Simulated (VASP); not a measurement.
# Ba (P6/mmm) in VASP: a series of runs

Runs on Ba. Level: PBEsol. Tasks: single point.

All numbers are computed with VASP 6.6.1; they aren't measurements. Logs are shortened: lines on timing, memory, paths and dates and some standing lists are left out, and cuts for length are marked.

## Step 1: The cell of the first run

It takes space group P6/mmm (No. 191, hexagonal). Conventional cell: a = 3.666 Å, b = 3.666 Å, c = 3.253 Å, α = 90.00°, β = 90.00°, γ = 120.00°. Ba (site symmetry 6/mmm) has 8 Ba at 3.25 to 3.67 Å within 4.3 Å.

This isn't the form of Ba at room conditions, which is bcc.

## Step 2: Single point, PBEsol

INCAR reads:

```
ALGO = Normal
EDIFF = 1E-7
ENCUT = 520
GGA = PS
ISIF = 2
ISMEAR = -1
LASPH = True
LCHARG = False
LREAL = False
LWAVE = False
NBANDS = 11
NELM = 80
PREC = Accurate
SIGMA = 0.05
```

KPOINTS reads:

```
k-points
0
Gamma
  7 7 7
```

POSCAR reads:

```
Ba
1.0
    3.6659256006      0.0000000000      0.0000000000
   -1.8329628003      3.1747846985      0.0000000000
    0.0000000000      0.0000000000      3.2532746100
Ba
1
Direct
    0.0000000000      0.0000000000      0.0000000000
```

Potentials or basis: VASP PAW PBE potentials, release 64 (Ba_sv).

Launch:

```
$ cat potpaw_PBE.64/Ba_sv/POTCAR > POTCAR
$ mpirun -np 1 vasp_std > vasp.out
```

OUTCAR:

```text
EDIFF = 1E-7
   ENCUT = 520
   GGA = PS
   ISIF = 2
   ISMEAR = -1
   LASPH = True
   LREAL = False
   NELM = 80
   PREC = Accurate

 ion  position               nearest neighbor table
   1  0.000  0.000  0.000-

  LATTYP: Found a hexagonal cell.
 ALAT       =     3.6659256006
 C/A-ratio  =     0.8874360706

  Lattice vectors:

 A1 = (   3.6659256006,   0.0000000000,   0.0000000000)
 A2 = (  -1.8329628003,   3.1747846985,   0.0000000000)
 A3 = (   0.0000000000,   0.0000000000,   3.2532746100)

Analysis of symmetry for initial positions (statically):
=====================================================================
 Subroutine PRICEL returns:
 Original cell was already a primitive cell.

 Routine SETGRP: Setting up the symmetry group for a
 hexagonal supercell.

 Subroutine GETGRP returns: Found 24 space group operations
 (whereof 24 operations were pure point group operations)
 out of a pool of 24 trial point group operations.

The static configuration has the point symmetry D_6h.

Analysis of symmetry for dynamics (positions and initial velocities):
=====================================================================
 Subroutine PRICEL returns:
 Original cell was already a primitive cell.

 Routine SETGRP: Setting up the symmetry group for a
 hexagonal supercell.

 Subroutine GETGRP returns: Found 24 space group operations
 (whereof 24 operations were pure point group operations)
 out of a pool of 24 trial point group operations.

The dynamic configuration has the point symmetry D_6h.

 Subroutine INISYM returns: Found 24 space group operations
 (whereof 24 operations are pure point group operations),
 and found     1 'primitive' translations

----------------------------------------------------------------------------------------

                                     Primitive cell

  volume of cell :      37.8633

  direct lattice vectors                    reciprocal lattice vectors
     3.665925601  0.000000000  0.000000000     0.272782404  0.157490995  0.000000000
    -1.832962800  3.174784698  0.000000000     0.000000000  0.314981989  0.000000000
     0.000000000  0.000000000  3.253274610     0.000000000  0.000000000  0.307382597

  length of vectors
     3.665925601  3.665925601  3.253274610     0.314981989  0.314981989  0.307382597

  position of ions in fractional coordinates (direct lattice)
     0.000000000  0.000000000  0.000000000

  ion indices of the primitive-cell ions
   primitive index   ion index
                 1           1

----------------------------------------------------------------------------------------

 KPOINTS: k-points

Automatic generation of k-mesh.
 Grid dimensions read from file:
 generate k-points for:    7    7    7

 Generating k-lattice:

  Cartesian coordinates                     Fractional coordinates (reciprocal lattice)
     0.038968915  0.022498714  0.000000000     0.142857143  0.000000000  0.000000000
     0.000000000  0.044997427  0.000000000     0.000000000  0.142857143  0.000000000
     0.000000000  0.000000000  0.043911800     0.000000000  0.000000000  0.142857143

  Length of vectors
     0.044997427  0.044997427  0.043911800

  Shift w.r.t. Gamma in fractional coordinates (k-lattice)
     0.000000000  0.000000000  0.000000000

 Subroutine IBZKPT returns following result:
 ===========================================

 Found     32 irreducible k-points:

 Following reciprocal coordinates:
            Coordinates               Weight
  0.000000  0.000000  0.000000      1.000000
  0.142857  0.000000  0.000000      6.000000
  0.285714  0.000000  0.000000      6.000000
  0.428571  0.000000  0.000000      6.000000
  0.142857  0.142857  0.000000      6.000000
  0.285714  0.142857  0.000000     12.000000
[... 16 lines left out ...]
  0.428571  0.142857  0.285714     12.000000
  0.285714  0.285714  0.285714     12.000000
 [... further k-points ...]
   k-points           NKPTS =     32   k-points in BZ     NKDIM =     32   number of bands    NBANDS=     11
   number of dos      NEDOS =    301   number of ions     NIONS =      1
   total plane-waves  NPLWV =  18816
   dimension x,y,z NGX =    28 NGY =   28 NGZ =   24
   dimension x,y,z NGXF=    56 NGYF=   56 NGZF=   48
   ions per type =               1
   NGX,Y,Z   is equivalent  to a cutoff of  12.70, 12.70, 12.26 a.u.
   NGXF,Y,Z  is equivalent  to a cutoff of  25.40, 25.40, 24.53 a.u.
 SYSTEM =  unknown system
   PREC   = accura    normal or accurate (medium, high low for compatibility)
   ISTART =      0    job   : 0-new  1-cont  2-samecut
   ICHARG =      2    charge: 1-file 2-atom 10-const
   ISPIN  =      1    spin polarized calculation?
   LNONCOLLINEAR =      F non collinear calculations
   LSORBIT =      F    spin-orbit coupling
   LASPH  =      T    aspherical Exc in radial PAW
   ENCUT  =  520.0 eV  38.22 Ry    6.18 a.u.   6.82  6.82  6.05*2*pi/ulx,y,z
   NELM   =     80;   NELMIN=  2; NELMDL= -5     # of ELM steps
   EDIFF  = 0.1E-06   stopping-criterion for ELM
   LREAL  =      F    real-space projection
   EDIFFG = 0.1E-05   stopping-criterion for IOM
   NSW    =      0    number of steps for IOM
   IBRION =     -1    ionic relax: 0-MD 1-quasi-New 2-CG
   NFREE  =      0    steps in history (QN), initial steepest desc. (CG)
   ISIF   =      2    stress and relaxation
   ISYM   =      2    0-nonsym 1-usesym 2-fastsym
   POTIM  = 0.5000    time-step for ionic-motion
   TEBEG  =    0.0;   TEEND  =   0.0 temperature during run
   PSTRESS=    0.0 pullay stress
   NELECT =      10.0000    total number of electrons
   NUPDOWN=      -1.0000    fix difference up-down
   EMIN   =  10.00;   EMAX   =-10.00  energy-range for DOS
   EFERMI =   0.00;   METHOD = LEGACY
   ISMEAR =    -1;   SIGMA  =   0.05  broadening in eV -4-tet -1-fermi 0-gaus
   EFERMI_NEDOS =   21; number of points for ismear=-14 and -15
   IALGO  =     38    algorithm
   IMIX   =      4    mixing-type and parameters
     AMIX     =   0.40;   BMIX     =  1.00
     AMIX_MAG =   1.60;   BMIX_MAG =  1.00
  volume/ion in A,a.u.               =      37.86       255.51
  Fermi-wavevector in a.u.,A,eV,Ry     =   1.050353  1.984879 15.010511  1.103241
  Thomas-Fermi vector in A             =   2.185353
   LORBIT       =      0    0 simple, 1 ext, 2 COOP (PROOUT), +10 PAW based schemes
   GGA     = PS    functional components
   LHFCALC =     F    Hartree Fock is set to
   AEXX    =    0.0000 exact exchange contribution
   IVDW    =     0    specifies the selected vdW correction
   LEPSILON=     F    determine dielectric tensor
   LRPA    =     F    only Hartree local field effects (RPA)
 non-spin polarized calculation
  energy-cutoff  :      520.00
  volume of cell :       37.86
 maximum number of plane-waves:      1032
 NGX is ok and might be reduce to    28
   NGX = 13   NGY = 13   NGZ = 13

 number of electron      10.0000000 magnetization

 Free energy of the ion-electron system (eV)
  ---------------------------------------------------
  ext. energy  EPLUGINS =         0.00000000
  ---------------------------------------------------
  free energy    TOTEN  =        -1.69419900 eV

  energy without entropy =       -1.68815051  energy(sigma->0) =       -1.69117476

 E-fermi :   3.5793     XC(G=0):  -9.3556

 val. band max:        3.5285888030   @ k =   0.1429   0.0000   0.0000
 cond. band min:       3.6569858446   @ k =   0.4286   0.1429   0.2857
 fundamental gap:      0.1283970416
 Fermi energy:         3.5792844226

 k-point     1 :       0.0000    0.0000    0.0000
  band No.  band energies     occupation
      1     -25.1451      2.00000
      2      -9.2976      2.00000
      3      -9.2976      2.00000
      4      -8.7940      2.00000
      5       1.0953      2.00000
      6       3.2797      1.99501
      7       5.6915      0.00000
      8       5.6915      0.00000
      9      10.7549      0.00000
     10      11.7705      0.00000
     11      11.7705      0.00000

 k-point     2 :       0.1429    0.0000    0.0000
  band No.  band energies     occupation
      1     -25.0940      2.00000
      2      -9.7241      2.00000
      3      -9.3868      2.00000
      4      -8.7522      2.00000
      5       1.7297      2.00000
      6       3.5286      1.46757
      7       4.9684      0.00000
      8       6.3091      0.00000
      9      10.5930      0.00000
     10      11.5895      0.00000
     11      12.4463      0.00000

 k-point     3 :       0.2857    0.0000    0.0000
  band No.  band energies     occupation
      1     -24.9756      2.00000
      2     -10.5600      2.00000
      3      -9.5778      2.00000
      4      -8.6560      2.00000
      5       2.5116      2.00000
      6       3.7026      0.15640
      7       5.2652      0.00000
      8       8.0380      0.00000
      9       9.0987      0.00000
     10      11.2253      0.00000
     11      13.2456      0.00000

 k-point     4 :       0.4286    0.0000    0.0000
  band No.  band energies     occupation
      1     -24.8771      2.00000
      2     -11.1475      2.00000
      3      -9.7224      2.00000
      4      -8.5767      2.00000
      5       2.2642      2.00000
      6       4.1571      0.00002
      7       6.5490      0.00000
      8       8.2529      0.00000
      9      10.4570      0.00000
     10      10.9661      0.00000
     11      13.0520      0.00000
[... 239 lines left out ...]
 k-point    22 :       0.2857    0.1429    0.2857
  band No.  band energies     occupation
      1     -24.6416      2.00000
      2     -10.5873      2.00000
      3     -10.4582      2.00000
      4      -9.6449      2.00000
      5       3.2180      1.99854
      6       4.0566      0.00014
      7       6.3762      0.00000
      8       7.1731      0.00000
      9       8.7134      0.00000
     10      11.3629      0.00000
     11      13.2076      0.00000

 k-point    23 :       0.4286    0.1429    0.2857
  band No.  band energies     occupation
      1     -24.5933      2.00000
      2     -10.8105      2.00000
      3     -10.4057      2.00000
      4      -9.7634      2.00000
      5       3.0787      1.99991
      6       3.6570      0.34901
      7       6.1392      0.00000
      8       8.7742      0.00000
      9       8.7979      0.00000
     10      12.2451      0.00000
     11      13.5186      0.00000

 k-point    24 :       0.2857    0.2857    0.2857
  band No.  band energies     occupation
      1     -24.5816      2.00000
      2     -10.5877      2.00000
      3     -10.3886      2.00000
      4     -10.1346      2.00000
      5       3.4146      1.92837
      6       4.1463      0.00002
      7       6.2299      0.00000
      8       6.9618      0.00000
      9       8.9641      0.00000
     10      12.0276      0.00000
     11      14.6786      0.00000

 [... further k-points ...]

------------------------ aborting loop because EDIFF is reached ----------------------------------------

  FORCE on cell =-STRESS in cart. coord.  units (eV):
  Direction    XX          YY          ZZ          XY          YZ          ZX
  --------------------------------------------------------------------------------------
  -------------------------------------------------------------------------------------
  Total        1.3884179      1.3884179      1.6126070      0.0000000      0.0000000      0.0000000
  in kB       58.7505779     58.7505779     68.2370872      0.0000000      0.0000000      0.0000000
  external PRESSURE =      61.9127477 kB  Pullay stress =       0.0000000 kB

 VOLUME and BASIS-vectors are now :
 -----------------------------------------------------------------------------
  energy-cutoff  :      520.00
  volume of cell :       37.86
      direct lattice vectors                 reciprocal lattice vectors
     3.665925601  0.000000000  0.000000000     0.272782404  0.157490995  0.000000000
    -1.832962800  3.174784698  0.000000000     0.000000000  0.314981989  0.000000000
     0.000000000  0.000000000  3.253274610     0.000000000  0.000000000  0.307382597

 POSITION                                       TOTAL-FORCE (eV/Angst)
 -----------------------------------------------------------------------------------
      0.00000      0.00000      0.00000         0.000000      0.000000      0.000000
 -----------------------------------------------------------------------------------
    total drift:                               -0.000000      0.000000      0.000000

  FREE ENERGIE OF THE ION-ELECTRON SYSTEM (eV)
  ---------------------------------------------------
  free  energy   TOTEN  =        -1.6941990043 eV

  energy  without entropy=       -1.6881505087  energy(sigma->0) =       -1.69117476
```

It took 18 s on 1 thread of AMD EPYC 7R43 (Zen 3), shared host; peak memory 0.12 GiB.

What came out:

- Free energy: -1.6942 eV
- Pressure: 6.2 GPa
- Band gap on the k mesh: zero (bands 5 and 6 overlap by 1.20 eV)

Levels at points of the mesh, in eV from the Fermi level:
```
           k point  band 3  band 4  band 5  band 6  band 7  band 8
(0.00, 0.00, 0.00)  -12.88  -12.37   -2.48   -0.30    2.11    2.11
```

Caveat: the cell stands under pressure; the PAW data sets were made with another functional, which shifts forces and pressure a little; spin-orbit coupling is left out, which moves the levels of the heavy elements.

## Step 3: Single point, PBEsol

This run uses another cell than the first one, of 46.67 Å³/atom.

INCAR reads:

```
ALGO     = Normal         # electronic algorithm
EDIFF    = 1E-6           # SCF threshold, eV
ENCUT    = 520            # plane-wave cutoff, eV
GGA      = PS             # functional
ISIF     = 2              # what is computed and relaxed
ISMEAR   = -1             # smearing method
LASPH    = T              # aspherical terms in the spheres
LCHARG   = F              # write CHGCAR
LREAL    = F              # projectors in reciprocal space
LWAVE    = F              # write WAVECAR
NBANDS   = 11             # bands
NELM     = 80             # most SCF steps
PREC     = Accurate       # precision mode
SIGMA    = 0.05           # smearing width, eV
```

KPOINTS is that of step 2.

POSCAR reads:

```
Ba
1.0
    3.8861743590      0.0000000000      0.0000000000
   -1.9430871795      3.3655257184      0.0000000000
    0.0000000000      0.0000000000      3.5686312580
Ba
1
Direct
    0.0000000000      0.0000000000      0.0000000000
```

Potentials or basis: VASP PAW PBE potentials, release 64 (Ba_sv).

Launch:

```
$ cat potpaw_PBE.64/Ba_sv/POTCAR > POTCAR
$ mpirun -np 1 vasp_std > vasp.out
```

Wall time 18 s (1 thread of AMD EPYC 7R43 (Zen 3), shared host); peak memory 0.13 GiB.

It converged, with:

```
Free energy            : -1.9223 eV
Pressure               : 2.4 GPa
Band gap on the k mesh : zero (bands 5 and 6 overlap by 0.83 eV)
```

Stress tensor (GPa, compression positive):
```
2.24 0.00 0.00
0.00 2.24 0.00
0.00 0.00 2.56
```

Levels at points of the mesh, in eV from the Fermi level:
```tsv
k point	band 1	band 2	band 3	band 4	band 5	band 6	band 7	band 8	band 9	band 10
(0.00, 0.00, 0.00)	-28.75	-13.32	-13.32	-13.18	-2.72	-0.13	1.99	1.99	6.53	6.53
```

Caveat: the PAW data sets were made with another functional, which shifts forces and pressure a little; spin-orbit coupling is left out, which moves the levels of the heavy elements.

## Step 4: Single point, PBEsol

This run uses another cell than the first one, of 55.59 Å³/atom.

INCAR reads:

```
SYSTEM = Ba
PREC = Accurate
ENCUT = 520
EDIFF = 1E-6
ISMEAR = -1
SIGMA = 0.05
LREAL = .FALSE.
LASPH = .TRUE.
NELM = 80
ALGO = Normal
ISIF = 2
LWAVE = .FALSE.
LCHARG = .FALSE.
GGA = PS
NBANDS = 11
```

KPOINTS reads:

```
regular mesh
0
G
  7 7 7
  0 0 0
```

POSCAR reads:

```
Ba
1.0
    4.1053696357      0.0000000000      0.0000000000
   -2.0526848179      3.5553543964      0.0000000000
    0.0000000000      0.0000000000      3.8088157781
Ba
1
Direct
    0.0000000000      0.0000000000      0.0000000000
```

Launch:

```
$ cat potpaw_PBE.64/Ba_sv/POTCAR > POTCAR
$ mpirun -np 1 vasp_std > vasp.out
```

It took 26 s on 1 thread of AMD EPYC 7R43 (Zen 3), shared host; peak memory 0.14 GiB.

The run converged. Its results:

| Item | Value |
| --- | --- |
| Free energy | -1.9846 eV |
| Pressure | 0.1 GPa |
| Band gap on the k mesh | zero (bands 5 and 6 overlap by 0.46 eV) |

Stress tensor (GPa, compression positive):
```
0.07 0.00 0.00
0.00 0.07 0.00
0.00 0.00 0.21
```

Levels at points of the mesh, in eV from the Fermi level:
| k point | band 3 | band 4 | band 5 | band 6 | band 7 | band 8 |
| --- | --- | --- | --- | --- | --- | --- |
| (0.00, 0.00, 0.00) | -13.72 | -13.65 | -2.77 | 0.00 | 1.82 | 1.82 |

Caveat: the PAW data sets were made with another functional, which shifts forces and pressure a little; spin-orbit coupling is left out, which moves the levels of the heavy elements.

## Step 5: The runs side by side

| cell | gap on the mesh (eV) | pressure (GPa) |
| --- | --- | --- |
| a = 3.666, b = 3.666, c = 3.253 Å, angles 90.0, 90.0, 120.0°, 1 atom | none | 6.2 |
| a = 3.886, b = 3.886, c = 3.569 Å, angles 90.0, 90.0, 120.0°, 1 atom | none | 2.4 |
| a = 4.105, b = 4.105, c = 3.809 Å, angles 90.0, 90.0, 120.0°, 1 atom | none | 0.1 |

Alike in all rows: task single point; level PBEsol; potentials or basis VASP PAW PBE potentials, release 64 (Ba_sv); no spin polarisation; k mesh 7 × 7 × 7; cutoff (eV) 520; smearing fermi-dirac 0.05 eV.

Caveats: the PAW data sets were made with another functional, which shifts forces and pressure a little; spin-orbit coupling is left out, which moves the levels of the heavy elements; the cell stands under pressure (at least some runs).

Total energies depend on the potentials used, so only differences within one code and one set of settings carry meaning.
